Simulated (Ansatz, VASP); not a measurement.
## Two plane-wave programs on BeZn2O3

```
Be Zn O
1.0
     3.61254    0.00000    0.00000
     0.00000    3.61254    0.00000
     0.00000    0.00000    5.32185
Be Zn O
1 2 3
Cartesian
  1.8063 1.8063 0.5548
  0.0000 0.0000 2.0197
  1.8063 1.8063 4.1484
  1.8063 0.0000 0.3196
  0.0000 1.8063 0.3196
  1.8063 1.8063 2.4895
```

Alike in both runs: task relaxation of cell and atoms; functional PBE; k mesh 3 × 3 × 2; occupations gaussian, width 0.15 eV; no spin polarisation.

|  | VASP | Ansatz |
| --- | --- | --- |
| version | VASP 6.6.1 | Ansatz 0.2.0 |
| potentials or method | VASP PAW PBE potentials, release 64 (Be, Zn, O), cutoff 600 eV | scalar-relativistic, plane waves, PAW |
| valence electrons in the cell | 44 | 44 |

Ansatz gave:

| Item | Value |
| --- | --- |
| gap on the k mesh at the Fermi level, each at its own relaxed structure (eV) | 0.63 |
| relaxed volume (Å³/atom) | 12.81 |
| relaxed cell length with the largest relative difference (Å) | 5.461 |

**Question.** What did VASP give for the same quantities?

**Answer.** gap on the k mesh at the Fermi level, each at its own relaxed structure (eV): 0.59; relaxed volume (Å³/atom): 12.88; relaxed cell length with the largest relative difference (Å): 5.475.

The k mesh is coarse, so the values compare programs but aren't converged.
